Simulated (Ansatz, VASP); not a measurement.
Two plane-wave programs on CdO5

```xyz
6
Lattice="0.0000 3.1343 3.1343 3.1343 0.0000 3.1343 3.1343 3.1343 0.0000" Properties=species:S:1:pos:R:3 pbc="T T T"
Cd    0.0000    0.0000    0.0000
O     4.7015    4.7015    4.7015
O     3.9071    3.9071    2.3616
O     3.9071    2.3616    3.9071
O     2.3616    3.9071    3.9071
O     2.3616    2.3616    2.3616
```

Change from the starting cell: species swapped into the ZrCu5 type (F-43m, No. 216).

Alike in both runs: task relaxation of cell and atoms; functional PBE; k mesh 6 × 6 × 6; occupations gaussian, width 0.1 eV; collinear spin.

|  | VASP | Ansatz |
| --- | --- | --- |
| version | VASP 6.6.1 | Ansatz 0.2.0 |
| potentials or method | VASP PAW PBE potentials, release 64 (Cd, O), cutoff 600 eV | scalar-relativistic, plane waves, PAW |
| valence electrons in the cell | 42 | 50 |

```csv
,VASP,Ansatz,Ansatz less VASP
"gap on the k mesh at the Fermi level, each at its own relaxed structure (eV)",none,none,-
net moment per atom (μB),0.64,0.64,0.000
size of the moment on the site where the two differ most (μB),1.29,1.50,+0.214
relaxed volume (Å³/atom),10.15,10.15,+0.002
relaxed cell length with the largest relative difference (Å),4.415,4.416,+0.0002
```

Site moments also hang on the region over which each program counts them. A gap of «none» marks a metal or a gap that the smearing closes. VASP's potentials hold 42 valence electrons a cell and Ansatz's 50, so a difference there can come from the potentials and not from the codes.
